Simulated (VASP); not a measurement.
# Li2S (Fm-3m) in VASP: single point with PBEsol

Aim: the single point of Li2S with PBEsol.

Everything below comes from runs of VASP 6.6.1. Logs are shortened: lines on timing, memory, paths and dates and some standing lists are left out, and cuts for length are marked.

## 1. The cell of the first run

Symmetry: Fm-3m, No. 225, cubic system. The conventional cell has a = 5.657 Å, b = 5.657 Å, c = 5.657 Å, α = 90.00°, β = 90.00°, γ = 90.00°. Li (site symmetry -43m) has 4 S at 2.45 Å and 6 Li at 2.83 Å within 3.2 Å. Within 3.2 Å of S (site symmetry m-3m) lie 8 Li at 2.45 Å.

## 2. Single point, PBEsol

INCAR

```
PREC     = Accurate       # precision mode
ENCUT    = 750            # plane-wave cutoff, eV
EDIFF    = 1E-6           # SCF threshold, eV
ISMEAR   = -1             # smearing method
SIGMA    = 0.05           # smearing width, eV
LREAL    = Auto         
LASPH    = True           # aspherical terms in the spheres
NELM     = 120            # most SCF steps
ALGO     = Normal         # electronic algorithm
ISIF     = 2              # what is computed and relaxed
LWAVE    = False          # write WAVECAR
LCHARG   = False          # write CHGCAR
GGA      = PS             # functional
NBANDS   = 246            # bands
ISYM     = 0            
GGA_COMPAT= False        
NCORE    = 4
```

KPOINTS

```
Automatic mesh
0
Gamma
  1 1 1
  0.25 0.25 0.25
```

POSCAR

```
Li2S
1.0
   11.3139080000      0.0000000000      0.0000000000
    0.0000000000     11.3139080000      0.0000000000
    0.0000000000      0.0000000000     11.3139080000
Li S
64 32
Direct
    0.3750000000      0.1250000000      0.1250000000
    0.3750000000      0.1250000000      0.6250000000
    0.3750000000      0.6250000000      0.1250000000
    0.3750000000      0.6250000000      0.6250000000
    0.8750000000      0.1250000000      0.1250000000
    0.8750000000      0.1250000000      0.6250000000
    0.8750000000      0.6250000000      0.1250000000
    0.8750000000      0.6250000000      0.6250000000
    0.1250000000      0.3750000000      0.1250000000
    0.1250000000      0.3750000000      0.6250000000
    0.1250000000      0.8750000000      0.1250000000
    0.1250000000      0.8750000000      0.6250000000
    0.6250000000      0.3750000000      0.1250000000
    0.6250000000      0.3750000000      0.6250000000
    0.6250000000      0.8750000000      0.1250000000
    0.6250000000      0.8750000000      0.6250000000
    0.1250000000      0.1250000000      0.3750000000
    0.1250000000      0.1250000000      0.8750000000
    0.1250000000      0.6250000000      0.3750000000
    0.1250000000      0.6250000000      0.8750000000
    0.6250000000      0.1250000000      0.3750000000
    0.6250000000      0.1250000000      0.8750000000
    0.6250000000      0.6250000000      0.3750000000
    0.6250000000      0.6250000000      0.8750000000
    0.1250000000      0.1250000000      0.1250000000
    0.1250000000      0.1250000000      0.6250000000
    0.1250000000      0.6250000000      0.1250000000
    0.1250000000      0.6250000000      0.6250000000
    0.6250000000      0.1250000000      0.1250000000
    0.6250000000      0.1250000000      0.6250000000
    0.6250000000      0.6250000000      0.1250000000
    0.6250000000      0.6250000000      0.6250000000
    0.3750000000      0.3750000000      0.3750000000
    0.3750000000      0.3750000000      0.8750000000
    0.3750000000      0.8750000000      0.3750000000
    0.3750000000      0.8750000000      0.8750000000
    0.8750000000      0.3750000000      0.3750000000
    0.8750000000      0.3750000000      0.8750000000
    0.8750000000      0.8750000000      0.3750000000
    0.8750000000      0.8750000000      0.8750000000
    0.3750000000      0.3750000000      0.1250000000
    0.3750000000      0.3750000000      0.6250000000
    0.3750000000      0.8750000000      0.1250000000
    0.3750000000      0.8750000000      0.6250000000
    0.8750000000      0.3750000000      0.1250000000
    0.8750000000      0.3750000000      0.6250000000
    0.8750000000      0.8750000000      0.1250000000
    0.8750000000      0.8750000000      0.6250000000
    0.3750000000      0.1250000000      0.3750000000
    0.3750000000      0.1250000000      0.8750000000
    0.3750000000      0.6250000000      0.3750000000
    0.3750000000      0.6250000000      0.8750000000
    0.8750000000      0.1250000000      0.3750000000
    0.8750000000      0.1250000000      0.8750000000
    0.8750000000      0.6250000000      0.3750000000
    0.8750000000      0.6250000000      0.8750000000
    0.1250000000      0.3750000000      0.3750000000
    0.1250000000      0.3750000000      0.8750000000
    0.1250000000      0.8750000000      0.3750000000
    0.1250000000      0.8750000000      0.8750000000
    0.6250000000      0.3750000000      0.3750000000
    0.6250000000      0.3750000000      0.8750000000
    0.6250000000      0.8750000000      0.3750000000
    0.6250000000      0.8750000000      0.8750000000
    0.0000000000      0.0000000000      0.0000000000
    0.0000000000      0.0000000000      0.5000000000
    0.0000000000      0.5000000000      0.0000000000
    0.0000000000      0.5000000000      0.5000000000
    0.5000000000      0.0000000000      0.0000000000
    0.5000000000      0.0000000000      0.5000000000
    0.5000000000      0.5000000000      0.0000000000
    0.5000000000      0.5000000000      0.5000000000
    0.2500000000      0.2500000000      0.0000000000
    0.2500000000      0.2500000000      0.5000000000
    0.2500000000      0.7500000000      0.0000000000
    0.2500000000      0.7500000000      0.5000000000
    0.7500000000      0.2500000000      0.0000000000
    0.7500000000      0.2500000000      0.5000000000
    0.7500000000      0.7500000000      0.0000000000
    0.7500000000      0.7500000000      0.5000000000
    0.2500000000      0.0000000000      0.2500000000
    0.2500000000      0.0000000000      0.7500000000
    0.2500000000      0.5000000000      0.2500000000
    0.2500000000      0.5000000000      0.7500000000
    0.7500000000      0.0000000000      0.2500000000
    0.7500000000      0.0000000000      0.7500000000
    0.7500000000      0.5000000000      0.2500000000
    0.7500000000      0.5000000000      0.7500000000
    0.0000000000      0.2500000000      0.2500000000
    0.0000000000      0.2500000000      0.7500000000
    0.0000000000      0.7500000000      0.2500000000
    0.0000000000      0.7500000000      0.7500000000
    0.5000000000      0.2500000000      0.2500000000
    0.5000000000      0.2500000000      0.7500000000
    0.5000000000      0.7500000000      0.2500000000
    0.5000000000      0.7500000000      0.7500000000
```

Potentials or basis: VASP PAW PBE potentials, release 64 (Li_sv, S).

Run with:

```bash
$ cat potpaw_PBE.64/Li_sv/POTCAR potpaw_PBE.64/S/POTCAR > POTCAR
$ mpirun -np 4 vasp_std > vasp.out
```

OUTCAR:

```text
PREC = Accurate
   ENCUT = 750
   EDIFF = 1E-6
   ISMEAR = -1
   LREAL = Auto
   LASPH = True
   NELM = 120
   ISIF = 2
   GGA = PS
   ISYM = 0

 ion  position               nearest neighbor table
   1  0.375  0.125  0.125-  69 2.45  73 2.45  81 2.45  93 2.45
   2  0.375  0.125  0.625-  70 2.45  74 2.45  82 2.45  94 2.45
   3  0.375  0.625  0.125-  71 2.45  75 2.45  83 2.45  95 2.45
   4  0.375  0.625  0.625-  72 2.45  76 2.45  84 2.45  96 2.45
   5  0.875  0.125  0.125-  65 2.45  77 2.45  85 2.45  89 2.45
   6  0.875  0.125  0.625-  66 2.45  78 2.45  86 2.45  90 2.45
[... 116 lines left out ...]
  94  0.500  0.250  0.750-   2 2.45  14 2.45  22 2.45  30 2.45  34 2.45  42 2.45  50 2.45  62 2.45

  95  0.500  0.750  0.250-   3 2.45  15 2.45  23 2.45  31 2.45  35 2.45  43 2.45  51 2.45  63 2.45

  96  0.500  0.750  0.750-   4 2.45  16 2.45  24 2.45  32 2.45  36 2.45  44 2.45  52 2.45  64 2.45

IMPORTANT INFORMATION: All symmetrisations will be switched off!
NOSYMM: (Re-)initialisation of all symmetry stuff for point group C_1.

----------------------------------------------------------------------------------------

                                     Primitive cell

  volume of cell :    1448.2313

  direct lattice vectors                    reciprocal lattice vectors
    11.313908000  0.000000000  0.000000000     0.088386789  0.000000000  0.000000000
     0.000000000 11.313908000  0.000000000     0.000000000  0.088386789  0.000000000
     0.000000000  0.000000000 11.313908000     0.000000000  0.000000000  0.088386789

  length of vectors
    11.313908000 11.313908000 11.313908000     0.088386789  0.088386789  0.088386789

  position of ions in fractional coordinates (direct lattice)
     0.375000000  0.125000000  0.125000000
     0.375000000  0.125000000  0.625000000
     0.375000000  0.625000000  0.125000000
     0.375000000  0.625000000  0.625000000
     0.875000000  0.125000000  0.125000000
     0.875000000  0.125000000  0.625000000
[... 88 lines left out ...]
     0.500000000  0.750000000  0.250000000
     0.500000000  0.750000000  0.750000000

  ion indices of the primitive-cell ions
   primitive index   ion index
                 1           1
                 2           2
                 3           3
                 4           4
                 5           5
                 6           6
[... 88 lines left out ...]
                95          95
                96          96

----------------------------------------------------------------------------------------

 KPOINTS: Automatic mesh

Automatic generation of k-mesh.
 Grid dimensions read from file:
 generate k-points for:    1    1    1

 Generating k-lattice:

  Cartesian coordinates                     Fractional coordinates (reciprocal lattice)
     0.088386789  0.000000000  0.000000000     1.000000000  0.000000000  0.000000000
     0.000000000  0.088386789  0.000000000     0.000000000  1.000000000  0.000000000
     0.000000000  0.000000000  0.088386789     0.000000000  0.000000000  1.000000000

  Length of vectors
     0.088386789  0.088386789  0.088386789

  Shift w.r.t. Gamma in fractional coordinates (k-lattice)
     0.250000000  0.250000000  0.250000000

 Subroutine IBZKPT returns following result:
 ===========================================

 Found      4 irreducible k-points:

 Following reciprocal coordinates:
            Coordinates               Weight
  0.250000  0.250000  0.250000      2.000000
 -0.250000  0.250000  0.250000      2.000000
 -0.250000 -0.250000  0.250000      2.000000
  0.250000 -0.250000  0.250000      2.000000
   k-points           NKPTS =      4   k-points in BZ     NKDIM =      4   number of bands    NBANDS=    246
   number of dos      NEDOS =    301   number of ions     NIONS =     96
   total plane-waves  NPLWV = ******
   dimension x,y,z NGX =   108 NGY =  108 NGZ =  108
   dimension x,y,z NGXF=   216 NGYF=  216 NGZF=  216
   ions per type =              64  32
   NGX,Y,Z   is equivalent  to a cutoff of  15.87, 15.87, 15.87 a.u.
   NGXF,Y,Z  is equivalent  to a cutoff of  31.74, 31.74, 31.74 a.u.
 SYSTEM =  unknown system
   PREC   = accura    normal or accurate (medium, high low for compatibility)
   ISTART =      0    job   : 0-new  1-cont  2-samecut
   ICHARG =      2    charge: 1-file 2-atom 10-const
   ISPIN  =      1    spin polarized calculation?
   LNONCOLLINEAR =      F non collinear calculations
   LSORBIT =      F    spin-orbit coupling
   LASPH  =      T    aspherical Exc in radial PAW
   ENCUT  =  750.0 eV  55.12 Ry    7.42 a.u.  25.26 25.26 25.26*2*pi/ulx,y,z
   NELM   =    120;   NELMIN=  2; NELMDL= -5     # of ELM steps
   EDIFF  = 0.1E-05   stopping-criterion for ELM
   LREAL  =      T    real-space projection
   EDIFFG = 0.1E-04   stopping-criterion for IOM
   NSW    =      0    number of steps for IOM
   IBRION =     -1    ionic relax: 0-MD 1-quasi-New 2-CG
   NFREE  =      0    steps in history (QN), initial steepest desc. (CG)
   ISIF   =      2    stress and relaxation
   ISYM   =      0    0-nonsym 1-usesym 2-fastsym
   POTIM  = 0.5000    time-step for ionic-motion
   TEBEG  =    0.0;   TEEND  =   0.0 temperature during run
   PSTRESS=    0.0 pullay stress
   NELECT =     384.0000    total number of electrons
   NUPDOWN=      -1.0000    fix difference up-down
   EMIN   =  10.00;   EMAX   =-10.00  energy-range for DOS
   EFERMI =   0.00;   METHOD = LEGACY
   ISMEAR =    -1;   SIGMA  =   0.05  broadening in eV -4-tet -1-fermi 0-gaus
   EFERMI_NEDOS =   21; number of points for ismear=-14 and -15
   IALGO  =     38    algorithm
   IMIX   =      4    mixing-type and parameters
     AMIX     =   0.40;   BMIX     =  1.00
     AMIX_MAG =   1.60;   BMIX_MAG =  1.00
  volume/ion in A,a.u.               =      15.09       101.80
  Fermi-wavevector in a.u.,A,eV,Ry     =   1.051734  1.987489 15.050009  1.106144
  Thomas-Fermi vector in A             =   2.186789
   LORBIT       =      0    0 simple, 1 ext, 2 COOP (PROOUT), +10 PAW based schemes
   GGA     = PS    functional components
   LHFCALC =     F    Hartree Fock is set to
   AEXX    =    0.0000 exact exchange contribution
   IVDW    =     0    specifies the selected vdW correction
   LEPSILON=     F    determine dielectric tensor
   LRPA    =     F    only Hartree local field effects (RPA)
 non-spin polarized calculation
  energy-cutoff  :      750.00
  volume of cell :     1448.23
 maximum number of plane-waves:     67571
 NGX is ok and might be reduce to   108
   NGX = 51   NGY = 51   NGZ = 51

 number of electron     384.0000073 magnetization

 Free energy of the ion-electron system (eV)
  ---------------------------------------------------
  ext. energy  EPLUGINS =         0.00000000
  ---------------------------------------------------
  free energy    TOTEN  =      -396.07015646 eV

  energy without entropy =     -396.07015646  energy(sigma->0) =     -396.07015646

 E-fermi :   2.7628     XC(G=0):  -8.7222

 val. band max:        1.4539698758   @ k =  -0.2500   0.2500   0.2500
 cond. band min:       5.2624261424   @ k =   0.2500   0.2500   0.2500
 fundamental gap:      3.8084562667
 Fermi energy:         2.7627571201

 k-point     1 :       0.2500    0.2500    0.2500
  band No.  band energies     occupation
      1     -41.9041      2.00000
      2     -41.8995      2.00000
      3     -41.8993      2.00000
      4     -41.8991      2.00000
      5     -41.8948      2.00000
      6     -41.8946      2.00000
[... 817 lines left out ...]
    203       6.4937      0.00000
    204       6.4937      0.00000
 [bands above 204 left out]

------------------------ aborting loop because EDIFF is reached ----------------------------------------

  FORCE on cell =-STRESS in cart. coord.  units (eV):
  Direction    XX          YY          ZZ          XY          YZ          ZX
  --------------------------------------------------------------------------------------
  -------------------------------------------------------------------------------------
  Total       -1.1713052     -1.1712172     -1.1712162     -0.0000922     -0.0000618     -0.0000195
  in kB       -1.2958142     -1.2957168     -1.2957158     -0.0001020     -0.0000684     -0.0000216
  external PRESSURE =      -1.2957489 kB  Pullay stress =       0.0000000 kB

 VOLUME and BASIS-vectors are now :
 -----------------------------------------------------------------------------
  energy-cutoff  :      750.00
  volume of cell :     1448.23
      direct lattice vectors                 reciprocal lattice vectors
    11.313908000  0.000000000  0.000000000     0.088386789  0.000000000  0.000000000
     0.000000000 11.313908000  0.000000000     0.000000000  0.088386789  0.000000000
     0.000000000  0.000000000 11.313908000     0.000000000  0.000000000  0.088386789

 POSITION                                       TOTAL-FORCE (eV/Angst)
 -----------------------------------------------------------------------------------
      4.24272      1.41424      1.41424         0.000014     -0.000010     -0.000013
      4.24272      1.41424      7.07119         0.000004      0.000013     -0.000002
      4.24272      7.07119      1.41424         0.000006     -0.000008      0.000005
      4.24272      7.07119      7.07119         0.000010      0.000007      0.000004
      9.89967      1.41424      1.41424        -0.000008      0.000008      0.000004
      9.89967      1.41424      7.07119        -0.000004     -0.000006      0.000005
[... 88 lines left out ...]
      5.65695      8.48543      2.82848        -0.000016     -0.000026      0.000035
      5.65695      8.48543      8.48543        -0.000059     -0.000015     -0.000021
 -----------------------------------------------------------------------------------
    total drift:                                0.000005     -0.000003      0.000011

  FREE ENERGIE OF THE ION-ELECTRON SYSTEM (eV)
  ---------------------------------------------------
  free  energy   TOTEN  =      -396.0701564605 eV

  energy  without entropy=     -396.0701564605  energy(sigma->0) =     -396.07015646
```

Run time: 17 min. Hardware: 4 MPI ranks of Intel Xeon 6975P-C (Granite Rapids), shared host; peak memory 0.89 GiB.

What came out:

```yaml
Free_energy: -396.0702 eV
Pressure: -0.1 GPa
Band_gap_on_the_k_mesh: 3.81 eV
```

Levels at points of the mesh, in eV from the valence-band top:
| k point | band 189 | band 190 | band 191 | band 192 | band 193 | band 194 | band 195 | band 196 |
| --- | --- | --- | --- | --- | --- | --- | --- | --- |
| (0.25, 0.25, 0.25) | -0.22 | -0.22 | 0.00 | 0.00 | 3.81 | 3.81 | 3.81 | 4.60 |

Caveat: the k points lie up to 0.56 Å⁻¹ apart; the PAW data sets were made with another functional, which shifts forces and pressure a little.
